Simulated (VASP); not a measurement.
# BN (F-43m) in VASP: further runs

BN is run at these levels: PBEsol, r2SCAN; tasks: single point.

Program: VASP 6.6.1. These are calculated values, not measurements. Logs are shortened: lines on timing, memory, paths and dates and some standing lists are left out, and cuts for length are marked.

**1. The cell of the first run**

The structure is cubic, space group F-43m (No. 216). The conventional cell has a = 3.606 Å, b = 3.606 Å, c = 3.606 Å, α = 90.00°, β = 90.00°, γ = 90.00°. Within 2.1 Å of B (site symmetry -43m) lie 4 N at 1.56 Å. Within 2.1 Å of N (site symmetry -43m) lie 4 B at 1.56 Å.

**2. Single point, PBEsol**

The input, INCAR:

```
SYSTEM = BN
PREC = Accurate
ENCUT = 520
EDIFF = 1E-6
ISMEAR = -1
SIGMA = 0.05
LREAL = Auto
LASPH = .TRUE.
NELM = 60
ALGO = Normal
ISIF = 2
LWAVE = .FALSE.
LCHARG = .TRUE.
GGA = PS
LELF = .TRUE.
LVHAR = .TRUE.
ISYM = 0
NBANDS = 166
```

The input, KPOINTS:

```
Automatic mesh
0
Gamma
  1 1 1
  0.25 0.25 0.25
```

The input, POSCAR:

```
BN
1.0
    7.2115910000      0.0000000000      0.0000000000
    0.0000000000      7.2115910000      0.0000000000
    0.0000000000      0.0000000000      7.2115910000
B N
32 32
Direct
    0.0000000000      0.0000000000      0.0000000000
    0.0000000000      0.0000000000      0.5000000000
    0.0000000000      0.5000000000      0.0000000000
    0.0000000000      0.5000000000      0.5000000000
    0.5000000000      0.0000000000      0.0000000000
    0.5000000000      0.0000000000      0.5000000000
    0.5000000000      0.5000000000      0.0000000000
    0.5000000000      0.5000000000      0.5000000000
    0.2500000000      0.2500000000      0.0000000000
    0.2500000000      0.2500000000      0.5000000000
    0.2500000000      0.7500000000      0.0000000000
    0.2500000000      0.7500000000      0.5000000000
    0.7500000000      0.2500000000      0.0000000000
    0.7500000000      0.2500000000      0.5000000000
    0.7500000000      0.7500000000      0.0000000000
    0.7500000000      0.7500000000      0.5000000000
    0.2500000000      0.0000000000      0.2500000000
    0.2500000000      0.0000000000      0.7500000000
    0.2500000000      0.5000000000      0.2500000000
    0.2500000000      0.5000000000      0.7500000000
    0.7500000000      0.0000000000      0.2500000000
    0.7500000000      0.0000000000      0.7500000000
    0.7500000000      0.5000000000      0.2500000000
    0.7500000000      0.5000000000      0.7500000000
    0.0000000000      0.2500000000      0.2500000000
    0.0000000000      0.2500000000      0.7500000000
    0.0000000000      0.7500000000      0.2500000000
    0.0000000000      0.7500000000      0.7500000000
    0.5000000000      0.2500000000      0.2500000000
    0.5000000000      0.2500000000      0.7500000000
    0.5000000000      0.7500000000      0.2500000000
    0.5000000000      0.7500000000      0.7500000000
    0.1250000000      0.1250000000      0.1250000000
    0.1250000000      0.1250000000      0.6250000000
    0.1250000000      0.6250000000      0.1250000000
    0.1250000000      0.6250000000      0.6250000000
    0.6250000000      0.1250000000      0.1250000000
    0.6250000000      0.1250000000      0.6250000000
    0.6250000000      0.6250000000      0.1250000000
    0.6250000000      0.6250000000      0.6250000000
    0.3750000000      0.3750000000      0.1250000000
    0.3750000000      0.3750000000      0.6250000000
    0.3750000000      0.8750000000      0.1250000000
    0.3750000000      0.8750000000      0.6250000000
    0.8750000000      0.3750000000      0.1250000000
    0.8750000000      0.3750000000      0.6250000000
    0.8750000000      0.8750000000      0.1250000000
    0.8750000000      0.8750000000      0.6250000000
    0.3750000000      0.1250000000      0.3750000000
    0.3750000000      0.1250000000      0.8750000000
    0.3750000000      0.6250000000      0.3750000000
    0.3750000000      0.6250000000      0.8750000000
    0.8750000000      0.1250000000      0.3750000000
    0.8750000000      0.1250000000      0.8750000000
    0.8750000000      0.6250000000      0.3750000000
    0.8750000000      0.6250000000      0.8750000000
    0.1250000000      0.3750000000      0.3750000000
    0.1250000000      0.3750000000      0.8750000000
    0.1250000000      0.8750000000      0.3750000000
    0.1250000000      0.8750000000      0.8750000000
    0.6250000000      0.3750000000      0.3750000000
    0.6250000000      0.3750000000      0.8750000000
    0.6250000000      0.8750000000      0.3750000000
    0.6250000000      0.8750000000      0.8750000000
```

Potentials or basis: VASP PAW PBE potentials, release 64 (B, N).

On the command line:

```sh
$ cat potpaw_PBE.64/B/POTCAR potpaw_PBE.64/N/POTCAR > POTCAR
$ mpirun -np 1 vasp_std > vasp.out
```

OUTCAR:

```text
SYSTEM = BN
   PREC = Accurate
   ENCUT = 520
   EDIFF = 1E-6
   ISMEAR = -1
   LREAL = Auto
   LASPH = .TRUE.
   NELM = 60
   ISIF = 2
   GGA = PS
   ISYM = 0

 ion  position               nearest neighbor table
   1  0.000  0.000  0.000-  33 1.56  47 1.56  54 1.56  60 1.56
   2  0.000  0.000  0.500-  34 1.56  48 1.56  53 1.56  59 1.56
   3  0.000  0.500  0.000-  35 1.56  45 1.56  56 1.56  58 1.56
   4  0.000  0.500  0.500-  36 1.56  46 1.56  55 1.56  57 1.56
   5  0.500  0.000  0.000-  37 1.56  43 1.56  50 1.56  64 1.56
   6  0.500  0.000  0.500-  38 1.56  44 1.56  49 1.56  63 1.56
[... 56 lines left out ...]
  63  0.625  0.875  0.375-   6 1.56  16 1.56  21 1.56  31 1.56
  64  0.625  0.875  0.875-   5 1.56  15 1.56  22 1.56  32 1.56

IMPORTANT INFORMATION: All symmetrisations will be switched off!
NOSYMM: (Re-)initialisation of all symmetry stuff for point group C_1.

----------------------------------------------------------------------------------------

                                     Primitive cell

  volume of cell :     375.0535

  direct lattice vectors                    reciprocal lattice vectors
     7.211591000  0.000000000  0.000000000     0.138665656  0.000000000  0.000000000
     0.000000000  7.211591000  0.000000000     0.000000000  0.138665656  0.000000000
     0.000000000  0.000000000  7.211591000     0.000000000  0.000000000  0.138665656

  length of vectors
     7.211591000  7.211591000  7.211591000     0.138665656  0.138665656  0.138665656

  position of ions in fractional coordinates (direct lattice)
     0.000000000  0.000000000  0.000000000
     0.000000000  0.000000000  0.500000000
     0.000000000  0.500000000  0.000000000
     0.000000000  0.500000000  0.500000000
     0.500000000  0.000000000  0.000000000
     0.500000000  0.000000000  0.500000000
[... 56 lines left out ...]
     0.625000000  0.875000000  0.375000000
     0.625000000  0.875000000  0.875000000

  ion indices of the primitive-cell ions
   primitive index   ion index
                 1           1
                 2           2
                 3           3
                 4           4
                 5           5
                 6           6
[... 56 lines left out ...]
                63          63
                64          64

----------------------------------------------------------------------------------------

 KPOINTS: Automatic mesh

Automatic generation of k-mesh.
 Grid dimensions read from file:
 generate k-points for:    1    1    1

 Generating k-lattice:

  Cartesian coordinates                     Fractional coordinates (reciprocal lattice)
     0.138665656  0.000000000  0.000000000     1.000000000  0.000000000  0.000000000
     0.000000000  0.138665656  0.000000000     0.000000000  1.000000000  0.000000000
     0.000000000  0.000000000  0.138665656     0.000000000  0.000000000  1.000000000

  Length of vectors
     0.138665656  0.138665656  0.138665656

  Shift w.r.t. Gamma in fractional coordinates (k-lattice)
     0.250000000  0.250000000  0.250000000

 Subroutine IBZKPT returns following result:
 ===========================================

 Found      4 irreducible k-points:

 Following reciprocal coordinates:
            Coordinates               Weight
  0.250000  0.250000  0.250000      2.000000
 -0.250000  0.250000  0.250000      2.000000
 -0.250000 -0.250000  0.250000      2.000000
  0.250000 -0.250000  0.250000      2.000000
   k-points           NKPTS =      4   k-points in BZ     NKDIM =      4   number of bands    NBANDS=    166
   number of dos      NEDOS =    301   number of ions     NIONS =     64
   total plane-waves  NPLWV = 157464
   dimension x,y,z NGX =    54 NGY =   54 NGZ =   54
   dimension x,y,z NGXF=   108 NGYF=  108 NGZF=  108
   ions per type =              32  32
   NGX,Y,Z   is equivalent  to a cutoff of  12.45, 12.45, 12.45 a.u.
   NGXF,Y,Z  is equivalent  to a cutoff of  24.90, 24.90, 24.90 a.u.
 SYSTEM =  BN
   PREC   = accura    normal or accurate (medium, high low for compatibility)
   ISTART =      0    job   : 0-new  1-cont  2-samecut
   ICHARG =      2    charge: 1-file 2-atom 10-const
   ISPIN  =      1    spin polarized calculation?
   LNONCOLLINEAR =      F non collinear calculations
   LSORBIT =      F    spin-orbit coupling
   LASPH  =      T    aspherical Exc in radial PAW
   ENCUT  =  520.0 eV  38.22 Ry    6.18 a.u.  13.41 13.41 13.41*2*pi/ulx,y,z
   NELM   =     60;   NELMIN=  2; NELMDL= -5     # of ELM steps
   EDIFF  = 0.1E-05   stopping-criterion for ELM
   LREAL  =      T    real-space projection
   EDIFFG = 0.1E-04   stopping-criterion for IOM
   NSW    =      0    number of steps for IOM
   IBRION =     -1    ionic relax: 0-MD 1-quasi-New 2-CG
   NFREE  =      0    steps in history (QN), initial steepest desc. (CG)
   ISIF   =      2    stress and relaxation
   ISYM   =      0    0-nonsym 1-usesym 2-fastsym
   POTIM  = 0.5000    time-step for ionic-motion
   TEBEG  =    0.0;   TEEND  =   0.0 temperature during run
   PSTRESS=    0.0 pullay stress
   NELECT =     256.0000    total number of electrons
   NUPDOWN=      -1.0000    fix difference up-down
   EMIN   =  10.00;   EMAX   =-10.00  energy-range for DOS
   EFERMI =   0.00;   METHOD = LEGACY
   ISMEAR =    -1;   SIGMA  =   0.05  broadening in eV -4-tet -1-fermi 0-gaus
   EFERMI_NEDOS =   21; number of points for ismear=-14 and -15
   IALGO  =     38    algorithm
   IMIX   =      4    mixing-type and parameters
     AMIX     =   0.40;   BMIX     =  1.00
     AMIX_MAG =   1.60;   BMIX_MAG =  1.00
  volume/ion in A,a.u.               =       5.86        39.55
  Fermi-wavevector in a.u.,A,eV,Ry     =   1.441420  2.723888 28.268692  2.077690
  Thomas-Fermi vector in A             =   2.560054
   LORBIT       =      0    0 simple, 1 ext, 2 COOP (PROOUT), +10 PAW based schemes
   GGA     = PS    functional components
   LHFCALC =     F    Hartree Fock is set to
   AEXX    =    0.0000 exact exchange contribution
   IVDW    =     0    specifies the selected vdW correction
   LEPSILON=     F    determine dielectric tensor
   LRPA    =     F    only Hartree local field effects (RPA)
 non-spin polarized calculation
  energy-cutoff  :      520.00
  volume of cell :      375.05
 maximum number of plane-waves:     10107
 NGX is ok and might be reduce to    54
   NGX = 27   NGY = 27   NGZ = 27

 number of electron     256.0000104 magnetization

 Free energy of the ion-electron system (eV)
  ---------------------------------------------------
  ext. energy  EPLUGINS =         0.00000000
  ---------------------------------------------------
  free energy    TOTEN  =      -587.11338980 eV

  energy without entropy =     -587.11338980  energy(sigma->0) =     -587.11338980

 E-fermi :   8.3080     XC(G=0): -13.0535

 val. band max:        7.0709062332   @ k =  -0.2500   0.2500   0.2500
 cond. band min:      12.8981826814   @ k =  -0.2500   0.2500   0.2500
 fundamental gap:      5.8272764482
 Fermi energy:         8.3079563059

 k-point     1 :       0.2500    0.2500    0.2500
  band No.  band energies     occupation
      1     -12.4997      2.00000
      2     -11.5017      2.00000
      3     -11.5017      2.00000
      4     -11.5017      2.00000
      5     -10.5590      2.00000
      6     -10.5590      2.00000
[... 132 lines left out ...]
    139      15.6608      0.00000
    140      15.6608      0.00000

 k-point     2 :      -0.2500    0.2500    0.2500
  band No.  band energies     occupation
      1     -12.4997      2.00000
      2     -11.5017      2.00000
      3     -11.5017      2.00000
      4     -11.5017      2.00000
      5     -10.5590      2.00000
      6     -10.5590      2.00000
[... 132 lines left out ...]
    139      15.6608      0.00000
    140      15.6608      0.00000

 k-point     3 :      -0.2500   -0.2500    0.2500
  band No.  band energies     occupation
      1     -12.4997      2.00000
      2     -11.5017      2.00000
      3     -11.5017      2.00000
      4     -11.5017      2.00000
      5     -10.5590      2.00000
      6     -10.5590      2.00000
[... 132 lines left out ...]
    139      15.6608      0.00000
    140      15.6608      0.00000

 k-point     4 :       0.2500   -0.2500    0.2500
  band No.  band energies     occupation
      1     -12.4997      2.00000
      2     -11.5017      2.00000
      3     -11.5017      2.00000
      4     -11.5017      2.00000
      5     -10.5590      2.00000
      6     -10.5590      2.00000
[... 132 lines left out ...]
    139      15.6608      0.00000
    140      15.6608      0.00000
 [bands above 140 left out]

------------------------ aborting loop because EDIFF is reached ----------------------------------------

  FORCE on cell =-STRESS in cart. coord.  units (eV):
  Direction    XX          YY          ZZ          XY          YZ          ZX
  --------------------------------------------------------------------------------------
  -------------------------------------------------------------------------------------
  Total        1.3188667      1.3188581      1.3188481      0.0000033      0.0000055     -0.0000069
  in kB        5.6340178      5.6339812      5.6339386      0.0000143      0.0000235     -0.0000297
  external PRESSURE =       5.6339792 kB  Pullay stress =       0.0000000 kB

 VOLUME and BASIS-vectors are now :
 -----------------------------------------------------------------------------
  energy-cutoff  :      520.00
  volume of cell :      375.05
      direct lattice vectors                 reciprocal lattice vectors
     7.211591000  0.000000000  0.000000000     0.138665656  0.000000000  0.000000000
     0.000000000  7.211591000  0.000000000     0.000000000  0.138665656  0.000000000
     0.000000000  0.000000000  7.211591000     0.000000000  0.000000000  0.138665656

 POSITION                                       TOTAL-FORCE (eV/Angst)
 -----------------------------------------------------------------------------------
      0.00000      0.00000      0.00000        -0.000011      0.000017      0.000009
      0.00000      0.00000      3.60580         0.000002     -0.000014     -0.000020
      0.00000      3.60580      0.00000        -0.000013     -0.000009      0.000009
      0.00000      3.60580      3.60580         0.000000      0.000002     -0.000008
      3.60580      0.00000      0.00000        -0.000001      0.000013     -0.000000
      3.60580      0.00000      3.60580         0.000004      0.000007     -0.000004
[... 56 lines left out ...]
      4.50724      6.31014      2.70435         0.000164     -0.000163     -0.000178
      4.50724      6.31014      6.31014         0.000159     -0.000162     -0.000168
 -----------------------------------------------------------------------------------
    total drift:                                0.000009      0.000015      0.000003

  FREE ENERGIE OF THE ION-ELECTRON SYSTEM (eV)
  ---------------------------------------------------
  free  energy   TOTEN  =      -587.1133898006 eV

  energy  without entropy=     -587.1133898005  energy(sigma->0) =     -587.11338980
```

Run time: 3.9 min. Hardware: 1 thread of AMD EPYC 9R45 (Zen 5), shared host; peak memory 0.44 GiB.

Results:

```yaml
Free_energy: -587.1134 eV
Pressure: 0.6 GPa
Band_gap_on_the_k_mesh: 5.83 eV
```

Caveat: the PAW data sets were made with another functional, which shifts forces and pressure a little; a shifted mesh leaves out Γ, where band edges can lie.

**3. Single point, r2SCAN**

POSCAR is that of step 2.

The input, INCAR.step1:

```
  ALGO = Normal
  EDIFF = 1E-4
  ENCUT = 520
  GGA = PE
  ISMEAR = -1
  ISYM = 0
  LASPH = T
  LCHARG = F
  LREAL = Auto
  LWAVE = T
  NBANDS = 166
  NELM = 60
  PREC = Accurate
  SIGMA = 0.05
```

The input, INCAR.step2:

```
  ALGO = Normal
  EDIFF = 1E-6
  ENCUT = 520
  ISIF = 2
  ISMEAR = -1
  ISTART = 1
  ISYM = 0
  LASPH = T
  LCHARG = F
  LMIXTAU = T
  LREAL = Auto
  LWAVE = F
  METAGGA = R2SCAN
  NBANDS = 166
  NELM = 60
  PREC = Accurate
  SIGMA = 0.05
```

KPOINTS is that of step 2.

Potentials or basis: VASP PAW PBE potentials, release 64 (B, N).

On the command line:

```sh
$ cat potpaw_PBE.64/B/POTCAR potpaw_PBE.64/N/POTCAR > POTCAR
$ cp INCAR.step1 INCAR
$ mpirun -np 1 vasp_std > vasp.out
$ cp INCAR.step2 INCAR
$ mpirun -np 1 vasp_std > vasp.out
```

It took 10 min on 1 thread of AMD EPYC 9R45 (Zen 5), shared host; peak memory 0.49 GiB.

Results (log left out):

- Free energy: -613.4877 eV
- Pressure: 2.4 GPa
- Band gap on the k mesh: 6.56 eV

Levels at points of the mesh, in eV from the valence-band top:
| k point | band 124 | band 125 | band 126 | band 127 | band 128 | band 129 | band 130 | band 131 | band 132 | band 133 |
| --- | --- | --- | --- | --- | --- | --- | --- | --- | --- | --- |
| (0.25, 0.25, 0.25) | -0.85 | -0.85 | -0.85 | 0.00 | 0.00 | 6.56 | 6.56 | 6.56 | 7.87 | 7.87 |

Caveat: the PAW data sets were made with another functional, which shifts forces and pressure a little; a shifted mesh leaves out Γ, where band edges can lie.
